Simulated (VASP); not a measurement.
# HfZrS4 (P-3m1) in VASP: notebook

HfZrS4 is run at these levels: PBE, r2SCAN; tasks: relaxation of cell and atoms, single point.

Program: VASP 6.6.1. These are calculated values, not measurements. Logs are shortened: lines on timing, memory, paths and dates and some standing lists are left out, and cuts for length are marked.

### Step 1. The cell of the first run

It takes space group P-3m1 (No. 164, trigonal). The conventional cell has a = 3.569 Å, b = 3.569 Å, c = 11.875 Å, α = 90.00°, β = 90.00°, γ = 120.00°. Within 3.3 Å of Zr (site symmetry -3m) lie 6 S at 2.49 Å. Hf (site symmetry -3m) has 6 S at 2.49 Å within 3.3 Å. S (site symmetry 3m) has 3 Hf at 2.49 Å within 3.3 Å. S (site symmetry 3m) has 3 Zr at 2.49 Å within 3.3 Å.

### Step 2. Relaxation of cell and atoms, PBE

The input, INCAR:

```
SYSTEM = HfZrS4
PREC = Accurate ; ENCUT = 600
EDIFF = 1E-7 ; ISMEAR = 0
SIGMA = 0.1 ; LREAL = .False.
LASPH = .True. ; NELM = 100
ALGO = Normal ; ISIF = 3
LWAVE = .False. ; LCHARG = .False.
GGA = PE ; IBRION = 2
NSW = 90 ; EDIFFG = -0.04
```

The input, KPOINTS:

```
regular mesh
0
Gamma
  6 6 2
  0 0 0
```

The input, POSCAR:

```
HfZrS4
1.0
    3.5688148600      0.0000000000      0.0000000000
   -1.7844074300      3.0906843300      0.0000000000
    0.0000000000      0.0000000000     11.8753710700
Zr Hf S
1 1 4
Direct
    0.0000000000      0.0000000000      0.0000000000
    0.0000000000      0.0000000000      0.5000000000
    0.6666666700      0.3333333300      0.3819760400
    0.6666666700      0.3333333300      0.8819760400
    0.3333333300      0.6666666700      0.1180239600
    0.3333333300      0.6666666700      0.6180239600
```

Potentials or basis: VASP PAW PBE potentials, release 64 (Zr_sv, Hf_pv, S).

Run with:

```console
$ cat potpaw_PBE.64/Zr_sv/POTCAR potpaw_PBE.64/Hf_pv/POTCAR potpaw_PBE.64/S/POTCAR > POTCAR
$ mpirun -np 1 vasp_std > vasp.out
```

OUTCAR:

```text
SYSTEM = HfZrS4
   PREC = Accurate
   ENCUT = 600
   EDIFF = 1E-7
   ISMEAR = 0
   LREAL = .False.
   LASPH = .True.
   NELM = 100
   ISIF = 3
   GGA = PE
   IBRION = 2
   NSW = 90
   EDIFFG = -0.04

 ion  position               nearest neighbor table
   1  0.000  0.000  0.000-   4 2.49   5 2.49   5 2.49   4 2.49   4 2.49   5 2.49
   2  0.000  0.000  0.500-   3 2.49   6 2.49   6 2.49   3 2.49   3 2.49   6 2.49
   3  0.667  0.333  0.382-   2 2.49   2 2.49   2 2.49
   4  0.667  0.333  0.882-   1 2.49   1 2.49   1 2.49
   5  0.333  0.667  0.118-   1 2.49   1 2.49   1 2.49
   6  0.333  0.667  0.618-   2 2.49   2 2.49   2 2.49

  LATTYP: Found a hexagonal cell.
 ALAT       =     3.5688148600
 C/A-ratio  =     3.3275391232

  Lattice vectors:

 A1 = (   3.5688148600,   0.0000000000,   0.0000000000)
 A2 = (  -1.7844074300,   3.0906843300,   0.0000000000)
 A3 = (   0.0000000000,   0.0000000000,  11.8753710700)

Analysis of symmetry for initial positions (statically):
=====================================================================
 Subroutine PRICEL returns:
 Original cell was already a primitive cell.

 Routine SETGRP: Setting up the symmetry group for a
 hexagonal supercell.

 Subroutine GETGRP returns: Found 12 space group operations
 (whereof 12 operations were pure point group operations)
 out of a pool of 24 trial point group operations.

The static configuration has the point symmetry D_3d.

Analysis of symmetry for dynamics (positions and initial velocities):
=====================================================================
 Subroutine PRICEL returns:
 Original cell was already a primitive cell.

 Routine SETGRP: Setting up the symmetry group for a
 hexagonal supercell.

 Subroutine GETGRP returns: Found 12 space group operations
 (whereof 12 operations were pure point group operations)
 out of a pool of 24 trial point group operations.

The dynamic configuration has the point symmetry D_3d.

 Subroutine INISYM returns: Found 12 space group operations
 (whereof 12 operations are pure point group operations),
 and found     1 'primitive' translations

----------------------------------------------------------------------------------------

                                     Primitive cell

  volume of cell :     130.9863

  direct lattice vectors                    reciprocal lattice vectors
     3.568814860  0.000000000  0.000000000     0.280205065  0.161776470  0.000000000
    -1.784407430  3.090684330  0.000000000     0.000000000  0.323552939  0.000000000
     0.000000000  0.000000000 11.875371070     0.000000000  0.000000000  0.084207895

  length of vectors
     3.568814860  3.568814860 11.875371070     0.323552939  0.323552939  0.084207895

  position of ions in fractional coordinates (direct lattice)
     0.000000000  0.000000000  0.000000000
     0.000000000  0.000000000  0.500000000
     0.666666670  0.333333330  0.381976040
     0.666666670  0.333333330  0.881976040
     0.333333330  0.666666670  0.118023960
     0.333333330  0.666666670  0.618023960

  ion indices of the primitive-cell ions
   primitive index   ion index
                 1           1
                 2           2
                 3           3
                 4           4
                 5           5
                 6           6

----------------------------------------------------------------------------------------

 KPOINTS: regular mesh

Automatic generation of k-mesh.
 Grid dimensions read from file:
 generate k-points for:    6    6    2

 Generating k-lattice:

  Cartesian coordinates                     Fractional coordinates (reciprocal lattice)
     0.046700844  0.026962745  0.000000000     0.166666667  0.000000000  0.000000000
     0.000000000  0.053925490  0.000000000     0.000000000  0.166666667  0.000000000
     0.000000000  0.000000000  0.042103947     0.000000000  0.000000000  0.500000000

  Length of vectors
     0.053925490  0.053925490  0.042103947

  Shift w.r.t. Gamma in fractional coordinates (k-lattice)
     0.000000000  0.000000000  0.000000000

 Subroutine IBZKPT returns following result:
 ===========================================

 Found     14 irreducible k-points:

 Following reciprocal coordinates:
            Coordinates               Weight
  0.000000  0.000000  0.000000      1.000000
  0.166667  0.000000  0.000000      6.000000
  0.333333  0.000000  0.000000      6.000000
  0.500000 -0.000000  0.000000      3.000000
  0.166667  0.166667  0.000000      6.000000
  0.333333  0.166667  0.000000     12.000000
  0.333333  0.333333  0.000000      2.000000
  0.000000  0.000000  0.500000      1.000000
  0.166667  0.000000  0.500000      6.000000
  0.333333  0.000000  0.500000      6.000000
  0.500000 -0.000000  0.500000      3.000000
  0.166667  0.166667  0.500000      6.000000
  0.333333  0.166667  0.500000     12.000000
  0.333333  0.333333  0.500000      2.000000
   k-points           NKPTS =     14   k-points in BZ     NKDIM =     14   number of bands    NBANDS=     27
   number of dos      NEDOS =    301   number of ions     NIONS =      6
   total plane-waves  NPLWV =  86400
   dimension x,y,z NGX =    30 NGY =   30 NGZ =   96
   dimension x,y,z NGXF=    60 NGYF=   60 NGZF=  192
   ions per type =               1   1   4
   NGX,Y,Z   is equivalent  to a cutoff of  13.97, 13.97, 13.44 a.u.
   NGXF,Y,Z  is equivalent  to a cutoff of  27.95, 27.95, 26.88 a.u.
 SYSTEM =  HfZrS4
   PREC   = accura    normal or accurate (medium, high low for compatibility)
   ISTART =      0    job   : 0-new  1-cont  2-samecut
   ICHARG =      2    charge: 1-file 2-atom 10-const
   ISPIN  =      1    spin polarized calculation?
   LNONCOLLINEAR =      F non collinear calculations
   LSORBIT =      F    spin-orbit coupling
   LASPH  =      T    aspherical Exc in radial PAW
   ENCUT  =  600.0 eV  44.10 Ry    6.64 a.u.   7.13  7.13 23.72*2*pi/ulx,y,z
   NELM   =    100;   NELMIN=  2; NELMDL= -5     # of ELM steps
   EDIFF  = 0.1E-06   stopping-criterion for ELM
   LREAL  =      F    real-space projection
   EDIFFG = -.4E-01   stopping-criterion for IOM
   NSW    =     90    number of steps for IOM
   IBRION =      2    ionic relax: 0-MD 1-quasi-New 2-CG
   NFREE  =      1    steps in history (QN), initial steepest desc. (CG)
   ISIF   =      3    stress and relaxation
   ISYM   =      2    0-nonsym 1-usesym 2-fastsym
   POTIM  = 0.5000    time-step for ionic-motion
   TEBEG  =    0.0;   TEEND  =   0.0 temperature during run
   PSTRESS=    0.0 pullay stress
   NELECT =      46.0000    total number of electrons
   NUPDOWN=      -1.0000    fix difference up-down
   EMIN   =  10.00;   EMAX   =-10.00  energy-range for DOS
   EFERMI =   0.00;   METHOD = LEGACY
   ISMEAR =     0;   SIGMA  =   0.10  broadening in eV -4-tet -1-fermi 0-gaus
   EFERMI_NEDOS =   21; number of points for ismear=-14 and -15
   IALGO  =     38    algorithm
   IMIX   =      4    mixing-type and parameters
     AMIX     =   0.40;   BMIX     =  1.00
     AMIX_MAG =   1.60;   BMIX_MAG =  1.00
  volume/ion in A,a.u.               =      21.83       147.32
  Fermi-wavevector in a.u.,A,eV,Ry     =   1.155009  2.182651 18.150805  1.334047
  Thomas-Fermi vector in A             =   2.291641
   LORBIT       =      0    0 simple, 1 ext, 2 COOP (PROOUT), +10 PAW based schemes
   GGA     = PE    functional components
   LHFCALC =     F    Hartree Fock is set to
   AEXX    =    0.0000 exact exchange contribution
   IVDW    =     0    specifies the selected vdW correction
   LEPSILON=     F    determine dielectric tensor
   LRPA    =     F    only Hartree local field effects (RPA)
 conjugate gradient relaxation of ions
 non-spin polarized calculation
 Gauss-broadening in eV      SIGMA  =   0.10
  energy-cutoff  :      600.00
  volume of cell :      130.99
 maximum number of plane-waves:      4412
 NGX is ok and might be reduce to    30
   NGX = 15   NGY = 15   NGZ = 47

--------------------------------------- Ionic step        1  -------------------------------------------

 number of electron      46.0000000 magnetization

 Free energy of the ion-electron system (eV)
  ---------------------------------------------------
  ext. energy  EPLUGINS =         0.00000000
  ---------------------------------------------------
  free energy    TOTEN  =       -44.00502037 eV

  energy without entropy =      -44.00502037  energy(sigma->0) =      -44.00502037

------------------------ aborting loop because EDIFF is reached ----------------------------------------

  FORCE on cell =-STRESS in cart. coord.  units (eV):
  Direction    XX          YY          ZZ          XY          YZ          ZX
  --------------------------------------------------------------------------------------
  -------------------------------------------------------------------------------------
  Total        7.7939876      7.7939876      7.0213858      0.0000000      0.0000000      0.0000000
  in kB       95.3332579     95.3332579     85.8830704      0.0000000      0.0000000      0.0000000
  external PRESSURE =      92.1831954 kB  Pullay stress =       0.0000000 kB
[... 101 lines left out ...]
  FREE ENERGIE OF THE ION-ELECTRON SYSTEM (eV)
  ---------------------------------------------------
  free  energy   TOTEN  =       -44.3125993367 eV

  energy  without entropy=      -44.3125993367  energy(sigma->0) =      -44.31259934

 E-fermi :   3.8278     XC(G=0):  -9.2821

 val. band max:        3.2903264561   @ k =   0.0000   0.0000   0.0000
 cond. band min:       4.3714993454   @ k =   0.5000  -0.0000   0.0000
 fundamental gap:      1.0811728893
 Fermi energy:         3.8278037271

 k-point     1 :       0.0000    0.0000    0.0000
  band No.  band energies     occupation
      1     -45.6291      2.00000
      2     -27.4400      2.00000
      3     -27.3274      2.00000
      4     -27.3274      2.00000
      5     -23.6836      2.00000
      6     -23.5313      2.00000
[... 409 lines left out ...]
     26       6.4011      0.00000
     27       6.4011      0.00000

[... ionic steps 4 to 17 ...]

--------------------------------------- Ionic step       18  -------------------------------------------

 number of electron      45.9999995 magnetization

------------------------ aborting loop because EDIFF is reached ----------------------------------------

  FORCE on cell =-STRESS in cart. coord.  units (eV):
  Direction    XX          YY          ZZ          XY          YZ          ZX
  --------------------------------------------------------------------------------------
  -------------------------------------------------------------------------------------
  Total       -0.1215092     -0.1215092     -0.3126087     -0.0000000      0.0000000      0.0000000
  in kB       -1.2644811     -1.2644811     -3.2531522     -0.0000000      0.0000000      0.0000000
  external PRESSURE =      -1.9273714 kB  Pullay stress =       0.0000000 kB
[... 65 lines left out ...]
  energy  without entropy=      -44.3468933072  energy(sigma->0) =      -44.34689331

--------------------------------------- Ionic step       20  -------------------------------------------

 number of electron      45.9999997 magnetization

 Free energy of the ion-electron system (eV)
  ---------------------------------------------------
  ext. energy  EPLUGINS =         0.00000000
  ---------------------------------------------------
  free energy    TOTEN  =       -44.34700578 eV

  energy without entropy =      -44.34700578  energy(sigma->0) =      -44.34700578

 E-fermi :   3.0887     XC(G=0):  -8.7729

 val. band max:        2.5306666627   @ k =   0.0000   0.0000   0.0000
 cond. band min:       3.6548369464   @ k =   0.5000  -0.0000   0.0000
 fundamental gap:      1.1241702837
 Fermi energy:         3.0887371924

 k-point     1 :       0.0000    0.0000    0.0000
  band No.  band energies     occupation
      1     -46.3539      2.00000
      2     -28.1827      2.00000
      3     -28.0712      2.00000
      4     -28.0712      2.00000
      5     -24.4151      2.00000
      6     -24.2593      2.00000
[... 442 lines left out ...]
  FREE ENERGIE OF THE ION-ELECTRON SYSTEM (eV)
  ---------------------------------------------------
  free  energy   TOTEN  =       -44.3470057779 eV

  energy  without entropy=      -44.3470057779  energy(sigma->0) =      -44.34700578

 reached required accuracy - stopping structural energy minimisation
```

It took 11 min on 1 thread of Intel Xeon 6975P-C (Granite Rapids), shared host; peak memory 0.33 GiB.

Results:

```yaml
Free_energy: -44.3470 eV
Relaxed_volume: 25.83 Å³/atom
Relaxed_cell: a = 3.666 Å, b = 3.666 Å, c = 13.311 Å, α = 90.00°, β = 90.00°, γ = 120.00°
Space_group_after_relaxing_to_0.1_Å: P-3m1 (No. 164)
Energy_gained_by_relaxing: 57.0 meV/atom
Ionic_steps: 20
Pressure_after_relaxing: 0.1 GPa
Largest_force_after_relaxing: 0.037 eV/Å
Band_gap_on_the_k_mesh: 1.12 eV (least direct gap 1.68 eV)
```

Forces in eV/Å, atoms in the order of the input:
```
Zr   0.000  0.000  0.000
Hf   0.000  0.000  0.000
S    0.000  0.000  0.018
S    0.000  0.000 -0.037
S    0.000  0.000  0.037
S    0.000  0.000 -0.018
```

Step by step:
| step | energy change (eV) | largest force (eV/Å) | pressure (GPa) | volume (Å³) |
| --- | --- | --- | --- | --- |
| 1 | 0.0000 | 1.2132 | 9.22 | 130.99 |
| 2 | 0.2567 | 1.5015 | -8.77 | 156.27 |
| 3 | -0.3076 | 0.2560 | -0.08 | 140.96 |
| 4 | -0.3078 | 0.2291 | 0.12 | 140.69 |
| 5 | -0.3078 | 0.2089 | 0.27 | 140.50 |
| 6 | -0.3117 | 0.1382 | 0.24 | 140.94 |
| 7 | -0.3158 | 0.0990 | 0.19 | 142.05 |
| 8 | -0.3196 | 0.1379 | -0.12 | 143.16 |
| 9 | -0.3229 | 0.2263 | -0.81 | 145.75 |
| 10 | -0.3239 | 0.2199 | -0.78 | 145.88 |
| 11 | -0.3266 | 0.2006 | -0.68 | 146.27 |
| 12 | -0.3311 | 0.1610 | -0.47 | 147.06 |
| 13 | -0.3367 | 0.0780 | -0.04 | 148.60 |
| 14 | -0.3342 | 0.1063 | 0.91 | 151.64 |
| 15 | -0.3379 | 0.0418 | 0.34 | 149.75 |
| 16 | -0.3391 | 0.0554 | 0.22 | 150.63 |
| 17 | -0.3408 | 0.0928 | -0.10 | 153.22 |
| 18 | -0.3410 | 0.1035 | -0.19 | 153.96 |
| 19 | -0.3419 | 0.0460 | -0.01 | 154.63 |
| 20 | -0.3420 | 0.0371 | 0.08 | 154.95 |

Final structure:
```yaml
crystal:
  lattice:
    - [3.66638, 0.00000, 0.00000]
    - [-1.83319, 3.17518, 0.00000]
    - [0.00000, 0.00000, 13.31055]
  atoms:
    - { symbol: Zr, position: [0.00000, 0.00000, 0.00000] }
    - { symbol: Hf, position: [0.00000, 0.00000, 0.50000] }
    - { symbol: S, position: [0.66667, 0.33333, 0.39221] }
    - { symbol: S, position: [0.66667, 0.33333, 0.89081] }
    - { symbol: S, position: [0.33333, 0.66667, 0.10919] }
    - { symbol: S, position: [0.33333, 0.66667, 0.60779] }
```

Levels at points of the mesh, in eV from the valence-band top:
```
           k point  band 19  band 20  band 21  band 22  band 23  band 24  band 25  band 26  band 27
(0.00, 0.00, 0.00)    -0.38    -0.04    -0.04     0.00     0.00     1.68     1.68     2.06     2.06
(0.50, 0.00, 0.00)    -2.19    -1.39    -1.08    -1.00    -0.92     1.12     1.36     3.40     3.70
(0.00, 0.00, 0.50)    -0.79    -0.03    -0.03    -0.01    -0.01     1.68     1.68     2.06     2.06
(0.50, 0.00, 0.50)    -2.19    -1.23    -1.16    -1.08    -0.93     1.14     1.35     3.40     3.70
```

Caveat: the volume moved by over 15 % at a fixed basis, so the end points are rough; spin-orbit coupling is left out, which moves the levels of the heavy elements; this functional lacks dispersion, which binds the layers, so the pressure and a relaxed spacing across them are unreliable. A k mesh can miss the band edges.

[end of part 1 of 2]
